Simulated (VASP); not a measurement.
A run of VASP 6.6.1 is set up as follows.

The input INCAR:

```
SYSTEM = Be3Te4
  PREC = Accurate
  ENCUT = 600
  EDIFF = 1E-6
  ISMEAR = 0
  SIGMA = 0.2
  LREAL = .False.
  LASPH = .True.
  NELM = 120
  ALGO = Normal
  ISIF = 2
  LWAVE = .False.
  LCHARG = .False.
  GGA = PE
  NBANDS = 24
  GGA_COMPAT = .False.
```

The input KPOINTS:

```
Automatic mesh
0
Gamma
  3 3 3
  0 0 0
```

POSCAR

```
Be3Te4
1.0
    7.6129498708     -0.0000000036      0.0000000000
   -3.8064749323      6.5930079876      0.0000000000
    0.0000000000      0.0000000000      5.8292126456
Be Te
3 4
Direct
    0.5000000000      0.0000000000      0.5000000000
    0.0000000000      0.5000000000      0.5000000000
    0.5000000000      0.5000000000      0.5000000000
    0.3333333333      0.6666666667      0.5000000000
    0.6666666667      0.3333333333      0.5000000000
    0.0000000000      0.0000000000      0.5000000000
    0.0000000000      0.0000000000      0.0000000000
```

Potentials or basis: VASP PAW PBE potentials, release 64 (Be, Te).

Launch:

```bash
$ cat potpaw_PBE.64/Be/POTCAR potpaw_PBE.64/Te/POTCAR > POTCAR
$ mpirun -np 1 vasp_std > vasp.out
```

Q: What does it give for the band gap on the k mesh?

A: Zero (bands 15 and 16 overlap by 0.07 eV).

Q: Estimate the pressure.

A: 0.6 GPa.

Stress tensor (GPa, compression positive):
```
0.83 0.00 0.00
0.00 0.83 0.00
0.00 0.00 0.15
```

Caveat: semilocal functionals underestimate gaps, so a narrow gap can read as zero; spin-orbit coupling is left out, which moves the levels of the heavy elements.
